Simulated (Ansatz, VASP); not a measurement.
TiO2: VASP beside Ansatz

The input POSCAR:

```
TiO2
1.0
    5.5619879784      0.0000000000      0.0000000000
   -2.7809939892      4.8168228848      0.0000000000
    0.0000000000      0.0000000000      6.0602252481
Ti O
3 6
Direct
    0.4661652244      0.0000000000      0.3333333333
    0.0000000000      0.4661652244      0.6666666667
    0.5338347756      0.5338347756      0.0000000000
    0.4189423371      0.2717377162      0.2136010214
    0.7282622838      0.1472046209      0.5469343547
    0.8527953791      0.5810576629      0.8802676880
    0.2717377162      0.4189423371      0.7863989786
    0.1472046209      0.7282622838      0.4530656453
    0.5810576629      0.8527953791      0.1197323120
```

File INCAR.step1:

```
SYSTEM = TiO2
ALGO = Normal
EDIFF = 1E-4
ENCUT = 520
GGA = PE
ISMEAR = 0
LASPH = .True.
LCHARG = .False.
LREAL = .False.
LWAVE = .True.
NBANDS = 46
NELM = 100
PREC = Accurate
SIGMA = 0.02
```

File INCAR.step2:

```
SYSTEM = TiO2
ALGO = Normal
EDIFF = 1E-7
ENCUT = 520
ISIF = 2
ISMEAR = 0
ISTART = 1
LASPH = .True.
LCHARG = .False.
LMIXTAU = .True.
LREAL = .False.
LWAVE = .False.
METAGGA = R2SCAN
NBANDS = 46
NELM = 100
PREC = Accurate
SIGMA = 0.02
```

KPOINTS

```
k-points
0
Gamma
  6 6 4
  0 0 0
```

Input for Ansatz:

```yaml
crystal:
  lattice:
    - [5.5619879784, 0.0, 0.0]
    - [-2.7809939892, 4.8168228848, 0.0]
    - [0.0, 0.0, 6.0602252481]
  atoms:
    - { symbol: Ti, position: [0.4661652244, 0.0, 0.3333333333] }
    - { symbol: Ti, position: [0.0, 0.4661652244, 0.6666666667] }
    - { symbol: Ti, position: [0.5338347756, 0.5338347756, 0.0] }
    - { symbol: O, position: [0.4189423371, 0.2717377162, 0.2136010214] }
    - { symbol: O, position: [0.7282622838, 0.1472046209, 0.5469343547] }
    - { symbol: O, position: [0.8527953791, 0.5810576629, 0.880267688] }
    - { symbol: O, position: [0.2717377162, 0.4189423371, 0.7863989786] }
    - { symbol: O, position: [0.1472046209, 0.7282622838, 0.4530656453] }
    - { symbol: O, position: [0.5810576629, 0.8527953791, 0.119732312] }
basis:
  ecutwfc: 500
kpoints:
  mp_grid: { grid: [6, 6, 4] }
  band_path:
    path:
      - [[0.0, 0.0, 0.0], [0.5, 0.0, 0.0], [0.33333333, 0.33333333, 0.0], [0.0, 0.0, 0.0], [0.0, 0.0, 0.5], [0.5, 0.0, 0.5], [0.33333333, 0.33333333, 0.5], [0.0, 0.0, 0.5]]
      - [[0.5, 0.0, 0.5], [0.5, 0.0, 0.0]]
      - [[0.33333333, 0.33333333, 0.5], [0.33333333, 0.33333333, 0.0]]
    npoints: 14
hamiltonian:
  xc: r2scan
scf:
  occupations: { method: gaussian, width: 0.02 }
  n_extra_bands: 22
output:
  forces: true
  stress: true
  eigenvalues: true
  populations: true
  dos: { projected: true, de: 0.02, nscf_kmesh: { grid: [9, 9, 6] } }
  bader: true
  write_density: true
  write_potential: true
  elf: true
  volumetric_format: npy
```

Alike in both runs: task single point; functional r2SCAN; k mesh 6 × 6 × 4; occupations gaussian, width 0.02 eV; no spin polarisation.

|  | VASP | Ansatz |
| --- | --- | --- |
| version | VASP 6.6.1 | Ansatz 0.2.0 |
| potentials or method | VASP PAW PBE potentials, release 64 (Ti_sv, O), cutoff 520 eV | scalar-relativistic, plane waves, PAW |
| valence electrons in the cell | 72 | 72 |

|  | VASP | Ansatz | Ansatz less VASP |
| --- | --- | --- | --- |
| gap on the k mesh at the Fermi level (eV) | 4.05 | 4.05 | +0.002 |
| least direct gap on the mesh (eV) | 4.05 | 4.05 | +0.002 |
| pressure (GPa) | 0.7 | 0.0 | -0.74 |
| rms of the force components (eV/Å) | 0.032 | 0.002 | -0.0297 |

VASP's potentials were made for PBE, not for r2SCAN. Atom by atom the forces differ by 0.030 eV/Å (rms over components).
